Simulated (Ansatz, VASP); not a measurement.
## ZnS in VASP and in Ansatz

```
Zn S
1.0
     3.80672    0.00000    0.00000
    -1.90336    3.29672    0.00000
     0.00000    0.00000    6.24574
Zn S
2 2
Cartesian
  0.0000 2.1978 0.0337
  1.9034 1.0989 3.1565
  0.2250 2.5875 2.3710
  1.9034 1.0989 5.4938
```

Alike in both runs: task single point; functional r2SCAN; k mesh 6 × 6 × 4; occupations gaussian, width 0.05 eV; no spin polarisation.

|  | VASP | Ansatz |
| --- | --- | --- |
| version | VASP 6.6.1 | Ansatz 0.2.0 |
| potentials or method | VASP PAW PBE potentials, release 64 (Zn, S), cutoff 520 eV | scalar-relativistic, plane waves, PAW |
| valence electrons in the cell | 36 | 36 |

|  | VASP | Ansatz | Ansatz less VASP |
| --- | --- | --- | --- |
| gap on the k mesh at the Fermi level (eV) | 2.68 | 2.67 | -0.009 |
| least direct gap on the mesh (eV) | 2.68 | 2.67 | -0.009 |
| pressure (GPa) | 4.1 | 4.0 | -0.13 |
| traceless stress, the component that is largest in VASP (GPa) | 8.45 | 8.33 | -0.120 |
| rms of the force components (eV/Å) | 1.876 | 1.850 | -0.0261 |

VASP's potentials were made for PBE, not for r2SCAN. Atom by atom the forces differ by 0.027 eV/Å (rms over components).
